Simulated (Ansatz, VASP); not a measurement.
**Two plane-wave programs on Te5W**

```
Te W
1.0
     0.00000    5.31066    5.31066
     5.31066    0.00000    5.31066
     5.31066    5.31066    0.00000
Te W
5 1
Cartesian
  6.7685 3.8529 6.7685
  3.8529 3.8529 3.8529
  3.8529 6.7685 6.7685
  6.7685 6.7685 3.8529
  7.9660 7.9660 7.9660
  5.3107 5.3107 5.3107
```

Alike in both runs: task relaxation of cell and atoms; functional PBE; k mesh 6 × 6 × 6; occupations gaussian, width 0.1 eV; no spin polarisation.

```csv
,VASP,Ansatz
version,VASP 6.6.1,Ansatz 0.2.0
potentials or method,"VASP PAW PBE potentials, release 64 (Te, W_sv), cutoff 500 eV","scalar-relativistic, plane waves, PAW"
valence electrons in the cell,44,94
```

|  | VASP | Ansatz | Ansatz less VASP |
| --- | --- | --- | --- |
| gap on the k mesh at the Fermi level, each at its own relaxed structure (eV) | none | none | - |
| relaxed volume (Å³/atom) | 50.37 | 50.49 | +0.115 |
| relaxed cell length with the largest relative difference (Å) | 7.533 | 7.539 | +0.0057 |

A gap of «none» marks a metal or a gap that the smearing closes. VASP's potentials hold 44 valence electrons a cell and Ansatz's 94, so a difference there can come from the potentials and not from the codes.

Spin-orbit coupling is off throughout.
